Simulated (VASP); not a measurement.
Wanted: the native input for a VASP 6.6.1 run.

| Quantity | Value |
| --- | --- |
| Task | single point |
| Functional | r2SCAN |
| Potentials or basis | VASP PAW PBE potentials, release 64 (Sr_sv) |
| Cutoff | 520 eV |
| k mesh | 10 × 10 × 10 |
| Occupations | fermi-dirac, width 0.1 eV |
| Spin | no spin polarisation |
| Dipole correction | no |
| Further INCAR settings | ALGO = Normal; EDIFF = 1e-07; NBANDS = 11 |

The system is Sr.

```
Sr
1.0
    -2.34852    2.34852    2.34852
     2.34852   -2.34852    2.34852
     2.34852    2.34852   -2.34852
Sr
1
Cartesian
  0.0000 0.0000 0.0000
```

This isn't the form of Sr at room conditions, which is fcc.

One way to write it, as run:

POSCAR

```
Sr
1.0
   -2.3485246283      2.3485246283      2.3485246283
    2.3485246283     -2.3485246283      2.3485246283
    2.3485246283      2.3485246283     -2.3485246283
Sr
1
Direct
    0.0000000000      0.0000000000      0.0000000000
```

INCAR.step1

```
SYSTEM = Sr
PREC = Accurate
ENCUT = 520
ISMEAR = -1
SIGMA = 0.1
LREAL = .FALSE.
LASPH = .TRUE.
NELM = 100
NBANDS = 11
GGA = PE
ALGO = Normal
EDIFF = 1E-4
LWAVE = .TRUE.
LCHARG = .FALSE.
```

INCAR.step2

```
SYSTEM = Sr
PREC = Accurate
ENCUT = 520
EDIFF = 1E-7
ISMEAR = -1
SIGMA = 0.1
LREAL = .FALSE.
LASPH = .TRUE.
NELM = 100
ALGO = Normal
ISIF = 2
LWAVE = .FALSE.
LCHARG = .TRUE.
METAGGA = R2SCAN
LMIXTAU = .TRUE.
LELF = .TRUE.
LVHAR = .TRUE.
NBANDS = 11
ISTART = 1
```

KPOINTS

```
Automatic mesh
0
G
  10 10 10
  0 0 0
```

Potentials or basis: VASP PAW PBE potentials, release 64 (Sr_sv).

Command:

```sh
$ cat potpaw_PBE.64/Sr_sv/POTCAR > POTCAR
$ cp INCAR.step1 INCAR
$ mpirun -np 1 vasp_std > vasp.out
$ cp INCAR.step2 INCAR
$ mpirun -np 1 vasp_std > vasp.out
```

Results of the run:

The pressure is 1.0 GPa and the band gap on the k mesh is zero (bands 5 and 6 overlap by 0.50 eV).

Caveat: the PAW data sets were made with another functional, which shifts forces and pressure a little.

Run time: 2.8 min on 1 thread of Intel Xeon 8259CL (shared host), peak memory 0.18 GiB.
